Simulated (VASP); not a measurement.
A run of VASP 6.6.1:

INCAR

```
  ALGO = Normal
  EDIFF = 1E-7
  ENCUT = 520
  GGA = PS
  ISIF = 2
  ISMEAR = 0
  LASPH = T
  LCHARG = F
  LREAL = F
  LWAVE = F
  NBANDS = 11
  NELM = 100
  PREC = Accurate
  SIGMA = 0.02
```

The input KPOINTS:

```
k-points
0
Gamma
  8 8 8
```

File POSCAR:

```
MgS
1.0
    0.0000000000      2.5108048740      2.5108048740
    2.5108048740      0.0000000000      2.5108048740
    2.5108048740      2.5108048740      0.0000000000
Mg S
1 1
Direct
    0.0000000000      0.0000000000      0.0000000000
    0.5000000000      0.5000000000      0.5000000000
```

Potentials or basis: VASP PAW PBE potentials, release 64 (Mg, S).

Run with:

```sh
$ cat potpaw_PBE.64/Mg/POTCAR potpaw_PBE.64/S/POTCAR > POTCAR
$ mpirun -np 1 vasp_std > vasp.out
```

Hardware: 1 thread of Intel(R) Xeon(R) Platinum 8488C (Sapphire Rapids) (shared host).

Question: How long does it take, and how much memory?

Answer: Run time: 8.2 s on 1 thread of Intel(R) Xeon(R) Platinum 8488C (Sapphire Rapids), on a shared host, peak memory 0.16 GiB. Counts: scf iterations 13, k points 29.
